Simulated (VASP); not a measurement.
Wanted: the native input for a VASP 6.6.1 run.

```
Task                   : single point
Functional             : PBE exchange alone
Potentials or basis    : VASP PAW PBE potentials, release 64 (Si)
Cutoff                 : 520 eV
k mesh                 : 6 × 6 × 6
Occupations            : fermi-dirac, width 0.1 eV
Spin                   : non-collinear spin, zero start, spin-orbit coupling
Starting moments       : [[0.0, 0.0, 0.0], [0.0, 0.0, 0.0]] μB
Dipole correction      : no
Further INCAR settings : ALGO = Normal; EDIFF = 1e-06; NBANDS = 20
```

The structure of Si lies in POSCAR:

```
Si
1.0
    0.0000000000      2.7035831784      2.7035831784
    2.7035831784      0.0000000000      2.7035831784
    2.7035831784      2.7035831784      0.0000000000
Si
2
Direct
    0.5000000000      0.5000000000      0.5000000000
    0.7500000000      0.7500000000      0.7500000000
```

This cell differs from its parent crystal: volume scaled by 0.98.

The input as run:

INCAR

```
PREC = Accurate
ENCUT = 520
EDIFF = 1E-6
ISMEAR = -1
SIGMA = 0.1
LREAL = False
LASPH = True
NELM = 150
ALGO = Normal
ISIF = 2
LWAVE = False
LCHARG = False
LNONCOLLINEAR = True
MAGMOM = 0 0 0 0 0 0
LORBIT = 11
LSORBIT = True
GGA_COMPAT = False
LORBMOM = True
GGA = PE
ALDAC = 0.0
AGGAC = 0.0
NBANDS = 20
```

KPOINTS

```
Automatic mesh
0
Gamma
  6 6 6
```

Potentials or basis: VASP PAW PBE potentials, release 64 (Si).

Launch:

```bash
$ cat potpaw_PBE.64/Si/POTCAR > POTCAR
$ mpirun -np 1 vasp_ncl > vasp.out
```

Results of the run:

```json
{
  "Pressure": "12.5 GPa",
  "Net moment": "0.00 μB per cell",
  "Valence electrons inside the program's atomic spheres": "Si 1.71"
}
```

Run time: 32 s on 1 thread of Intel(R) Xeon(R) Platinum 8488C (Sapphire Rapids), on a shared host, peak memory 0.23 GiB.
